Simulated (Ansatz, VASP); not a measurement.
**Two plane-wave programs on ZnCu4**

```
Cu Zn
1.0
     2.56651    0.00000    0.00000
    -1.28326    2.22267    0.00000
     0.00000    0.00000   24.38220
Cu Zn
4 1
Cartesian
  1.9249 0.3704 8.0205
  -0.6416 1.8522 10.0988
  1.9249 0.3704 14.2834
  -0.6416 1.8522 16.3617
  0.6416 1.1113 12.1911
```

Alike in both runs: task single point; functional PBE; k mesh 15 × 15 × 1; occupations fermi-dirac, width 0.1 eV; no spin polarisation.

|  | VASP | Ansatz |
| --- | --- | --- |
| version | VASP 6.6.1 | Ansatz 0.2.0 |
| potentials or method | VASP PAW PBE potentials, release 64 (Cu, Zn) | PAW with Ansatz's default frozen-core files, scalar-relativistic |
| plane-wave cutoff (eV) | 520 | 420 |
| valence electrons in the cell | 56 | 88 |

Ansatz gave:

```
rms of the force components (eV/Å) : 0.104
```

Task: Estimate VASP's values.

Result: rms of the force components (eV/Å): 0.110.

VASP's potentials hold 56 valence electrons a cell and Ansatz's 88, so a difference there can come from the potentials and not from the codes.
